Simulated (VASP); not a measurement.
Runs of VASP 6.6.1 on Sn. The structure is that of space group P6_3/mmc (No. 194), or close to it. The cells are those of the table. This isn't the form of Sn at room conditions, which is tetragonal (white tin).

| task | cell | k mesh | cutoff (eV) | gap on the mesh (eV) | pressure (GPa) |
| --- | --- | --- | --- | --- | --- |
| single point | a = 3.342, b = 3.342, c = 5.427 Å, angles 90.0, 90.0, 120.0°, 2 atoms | 12 × 12 × 8 | 520 | none | -0.1 |
| single point | a = 2.634, b = 2.634, c = 4.169 Å, angles 90.0, 90.0, 120.0°, 2 atoms | 6 × 6 × 4 | 520 | none | (a) |
| single point | a = 3.355, b = 3.355, c = 5.372 Å, angles 90.0, 90.0, 120.0°, 2 atoms | 12 × 12 × 6 | 520 | none | 0.0 |
| relaxation of cell and atoms | relaxed from a = 2.634, b = 2.634, c = 4.169 Å, angles 90.0, 90.0, 120.0°, 2 atoms | 12 × 12 × 6 | 600 | none | 0.0 |

Alike in all rows: level PBEsol; potentials or basis VASP PAW PBE potentials, release 64 (Sn_d); no spin polarisation; smearing gaussian 0.1 eV.

Problem. Fill in the values left out.

Solution. (a) 243.7.

Caveats: some runs use coarse meshes; the PAW data sets were made with another functional, which shifts forces and pressure a little; spin-orbit coupling is left out, which moves the levels of the heavy elements.

A k mesh can miss the band edges, and the runs leave out spin-orbit coupling on Sn.

A gap of «none» marks levels without a gap at the run's occupations.
